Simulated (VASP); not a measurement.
# Ta4HN4 in VASP: single point with r2SCAN

Aim: the single point of Ta4HN4 with r2SCAN.

Program: VASP 6.6.1. These are calculated values, not measurements. Logs are shortened: lines on timing, memory, paths and dates and some standing lists are left out, and cuts for length are marked.

## Step 1: The cell of the first run

The cell holds a slab with vacuum, 9 atoms: a = 3.109 Å, b = 3.109 Å, c = 25.595 Å, α = 90.00°, β = 90.00°, γ = 90.00°.

## Step 2: Single point, r2SCAN

Input file POSCAR:

```
Ta4HN4
1.0
    3.1088180366      0.0000000000      0.0000000000
    0.0000000000      3.1088180366      0.0000000000
    0.0000000000      0.0000000000     25.5947989454
Ta N H
4 4 1
Direct
    0.0000000000      0.0000000000      0.3320987212
    0.5000000000      0.5000000000      0.4179859485
    0.0000000000      0.0000000000      0.5065302997
    0.5000000000      0.5000000000      0.5891486831
    0.5000000000      0.5000000000      0.3320987212
    0.0000000000      0.0000000000      0.4179859485
    0.5000000000      0.5000000000      0.5042496815
    0.0000000000      0.0000000000      0.6231696398
    0.0000000000      0.0000000000      0.6635518090
```

Input file INCAR.step1:

```
  ALGO = Normal
  DIPOL = 0.5 0.5 0.487
  EDIFF = 1E-4
  ENCUT = 520
  GGA = PE
  IDIPOL = 3
  ISMEAR = 0
  LASPH = True
  LCHARG = False
  LDIPOL = True
  LREAL = False
  LWAVE = True
  NBANDS = 42
  NELM = 60
  PREC = Accurate
  SIGMA = 0.1
```

Input file INCAR.step2:

```
  ALGO = Normal
  DIPOL = 0.5 0.5 0.487
  EDIFF = 1E-6
  ENCUT = 520
  IDIPOL = 3
  ISIF = 2
  ISMEAR = 0
  ISTART = 1
  LASPH = True
  LCHARG = False
  LDIPOL = True
  LMIXTAU = True
  LREAL = False
  LWAVE = False
  METAGGA = R2SCAN
  NBANDS = 42
  NELM = 60
  PREC = Accurate
  SIGMA = 0.1
```

Input file KPOINTS:

```
k-points
0
Gamma
  9 9 1
```

Potentials or basis: VASP PAW PBE potentials, release 64 (Ta_pv, N, H).

Run with:

```console
$ cat potpaw_PBE.64/Ta_pv/POTCAR potpaw_PBE.64/N/POTCAR potpaw_PBE.64/H/POTCAR > POTCAR
$ cp INCAR.step1 INCAR
$ mpirun -np 1 vasp_std > vasp.out
$ cp INCAR.step2 INCAR
$ mpirun -np 1 vasp_std > vasp.out
```

OUTCAR:

```text
EDIFF = 1E-6
   ENCUT = 520
   ISIF = 2
   ISMEAR = 0
   ISTART = 1
   LASPH = True
   LREAL = False
   METAGGA = R2SCAN
   NELM = 60
   PREC = Accurate

 ion  position               nearest neighbor table
   1  0.000  0.000  0.332-   6 2.20   5 2.20   5 2.20   5 2.20   5 2.20   2 3.11   2 3.11   2 3.11
                             2 3.11
   2  0.500  0.500  0.418-   5 2.20   6 2.20   6 2.20   6 2.20   6 2.20   7 2.21   1 3.11   1 3.11
                             1 3.11   1 3.11   3 3.16   3 3.16   3 3.16   3 3.16
   3  0.000  0.000  0.507-   7 2.20   7 2.20   7 2.20   7 2.20   6 2.27   4 3.05   4 3.05   4 3.05
                             4 3.05   2 3.16   2 3.16   2 3.16   2 3.16
   4  0.500  0.500  0.589-   7 2.17   8 2.36   8 2.36   8 2.36   8 2.36   3 3.05   3 3.05   3 3.05
                             3 3.05
   5  0.500  0.500  0.332-   2 2.20   1 2.20   1 2.20   1 2.20   1 2.20
   6  0.000  0.000  0.418-   1 2.20   2 2.20   2 2.20   2 2.20   2 2.20   3 2.27
   7  0.500  0.500  0.504-   4 2.17   3 2.20   3 2.20   3 2.20   3 2.20   2 2.21
   8  0.000  0.000  0.623-   9 1.03   4 2.36   4 2.36   4 2.36   4 2.36
   9  0.000  0.000  0.664-   8 1.03

  LATTYP: Found a simple tetragonal cell.
 ALAT       =     3.1088180366
 C/A-ratio  =     8.2329678495

  Lattice vectors:

 A1 = (   3.1088180366,   0.0000000000,   0.0000000000)
 A2 = (   0.0000000000,   3.1088180366,   0.0000000000)
 A3 = (   0.0000000000,   0.0000000000,  25.5947989454)

Analysis of symmetry for initial positions (statically):
=====================================================================
 Subroutine PRICEL returns:
 Original cell was already a primitive cell.

 Routine SETGRP: Setting up the symmetry group for a
 simple tetragonal supercell.

 Subroutine GETGRP returns: Found  8 space group operations
 (whereof  8 operations were pure point group operations)
 out of a pool of 16 trial point group operations.

The static configuration has the point symmetry C_4v.

Analysis of symmetry for dynamics (positions and initial velocities):
=====================================================================
 Subroutine PRICEL returns:
 Original cell was already a primitive cell.

 Routine SETGRP: Setting up the symmetry group for a
 simple tetragonal supercell.

 Subroutine GETGRP returns: Found  8 space group operations
 (whereof  8 operations were pure point group operations)
 out of a pool of 16 trial point group operations.

The dynamic configuration has the point symmetry C_4v.

 Subroutine INISYM returns: Found  8 space group operations
 (whereof  8 operations are pure point group operations),
 and found     1 'primitive' translations

----------------------------------------------------------------------------------------

[... 115 lines left out ...]
     AMIX     =   0.40;   BMIX     =  1.00
     AMIX_MAG =   1.60;   BMIX_MAG =  1.00
  volume/ion in A,a.u.               =      27.49       185.48
  Fermi-wavevector in a.u.,A,eV,Ry     =   1.048573  1.981515 14.959667  1.099505
  Thomas-Fermi vector in A             =   2.183500
   LORBIT       =      0    0 simple, 1 ext, 2 COOP (PROOUT), +10 PAW based schemes
   METAGGA = R2SCAN    functional components
   LHFCALC =     F    Hartree Fock is set to
   AEXX    =    0.0000 exact exchange contribution
   IVDW    =     0    specifies the selected vdW correction
   LEPSILON=     F    determine dielectric tensor
   LRPA    =     F    only Hartree local field effects (RPA)
 non-spin polarized calculation
 Gauss-broadening in eV      SIGMA  =   0.10
  energy-cutoff  :      520.00
  volume of cell :      247.37
 maximum number of plane-waves:      6694
 NGX is ok and might be reduce to    24
   NGX = 11   NGY = 11   NGZ = 95

 number of electron      65.0000006 magnetization

 dipolmoment           0.000000      0.000000     -0.085108 electrons x Angstroem

 Free energy of the ion-electron system (eV)
  ---------------------------------------------------
  ext. energy  EPLUGINS =         0.00000000
  ---------------------------------------------------
  free energy    TOTEN  =      -239.99646578 eV

  energy without entropy =     -239.97529680  energy(sigma->0) =     -239.98588129

 E-fermi :   1.4968     XC(G=0):  -5.9888

 val. band max:        1.4309974792   @ k =   0.2222   0.1111   0.0000
 cond. band min:       1.5058686617   @ k =   0.3333   0.1111   0.0000
 fundamental gap:      0.0748711825
 Fermi energy:         1.4967550775

 k-point     1 :       0.0000    0.0000    0.0000
  band No.  band energies     occupation
      1     -36.1304      2.00000
      2     -35.8604      2.00000
      3     -35.7412      2.00000
      4     -35.7412      2.00000
      5     -35.6887      2.00000
      6     -35.6139      2.00000
[... 664 lines left out ...]
     41       5.2837      0.00000
     42       5.3596      0.00000

------------------------ aborting loop because EDIFF is reached ----------------------------------------

 vacuum level on the upper side and lower side of the slab       (xc-potential included)        -0.802         0.757

  FORCE on cell =-STRESS in cart. coord.  units (eV):
  Direction    XX          YY          ZZ          XY          YZ          ZX
  --------------------------------------------------------------------------------------
  -------------------------------------------------------------------------------------
  Total      -12.2003051    -12.2003051     -1.2606552      0.0000000      0.0000000      0.0000000
  in kB      -79.0203495    -79.0203495     -8.1651574      0.0000000      0.0000000      0.0000000
  external PRESSURE =     -55.4019521 kB  Pullay stress =       0.0000000 kB

 VOLUME and BASIS-vectors are now :
 -----------------------------------------------------------------------------
  energy-cutoff  :      520.00
  volume of cell :      247.37
      direct lattice vectors                 reciprocal lattice vectors
     3.108818037  0.000000000  0.000000000     0.321665658  0.000000000  0.000000000
     0.000000000  3.108818037  0.000000000     0.000000000  0.321665658  0.000000000
     0.000000000  0.000000000 25.594798945     0.000000000  0.000000000  0.039070438

 POSITION                                       TOTAL-FORCE (eV/Angst)
 -----------------------------------------------------------------------------------
      0.00000      0.00000      8.50000        -0.000000     -0.000000      2.453855
      1.55441      1.55441     10.69827        -0.000000      0.000000     -0.802467
      0.00000      0.00000     12.96454        -0.000000     -0.000000      0.069450
      1.55441      1.55441     15.07914        -0.000000     -0.000000      0.028723
      1.55441      1.55441      8.50000        -0.000000     -0.000000     -1.609642
      0.00000      0.00000     10.69827         0.000000     -0.000000     -0.207133
      1.55441      1.55441     12.90617        -0.000000      0.000000      0.009226
      0.00000      0.00000     15.94990         0.000000     -0.000000     -0.033300
      0.00000      0.00000     16.98348        -0.000000     -0.000000      0.091288
 -----------------------------------------------------------------------------------
    total drift:                                0.000000      0.000000     -0.010614

  FREE ENERGIE OF THE ION-ELECTRON SYSTEM (eV)
  ---------------------------------------------------
  free  energy   TOTEN  =      -239.9964657752 eV

  energy  without entropy=     -239.9752967969  energy(sigma->0) =     -239.98588129

 vacuum level on the upper side and lower side of the slab         3.442         5.039
```

It took 14 min on 1 thread of AMD EPYC 9R45 (Zen 5), shared host; peak memory 0.41 GiB.

What came out:

| Item | Value |
| --- | --- |
| Free energy | -239.9965 eV |
| Largest force | 2.454 eV/Å |

Forces in eV/Å, atoms in the order of the input:
```
Ta   0.000  0.000  2.454
Ta   0.000  0.000 -0.802
Ta   0.000  0.000  0.069
Ta   0.000  0.000  0.029
N    0.000  0.000 -1.610
N    0.000  0.000 -0.207
N    0.000  0.000  0.009
N    0.000  0.000 -0.033
H    0.000  0.000  0.091
```

Levels at points of the mesh, in eV from the Fermi level:
```
           k point  band 28  band 29  band 30  band 31  band 32  band 33  band 34  band 35  band 36  band 37
(0.00, 0.00, 0.00)    -3.87    -3.46    -3.46    -2.88    -1.99    -1.42    -0.96    -0.96    -0.08     0.63
```

Caveat: the PAW data sets were made with another functional, which shifts forces and pressure a little; spin-orbit coupling is left out, which moves the levels of the heavy elements.
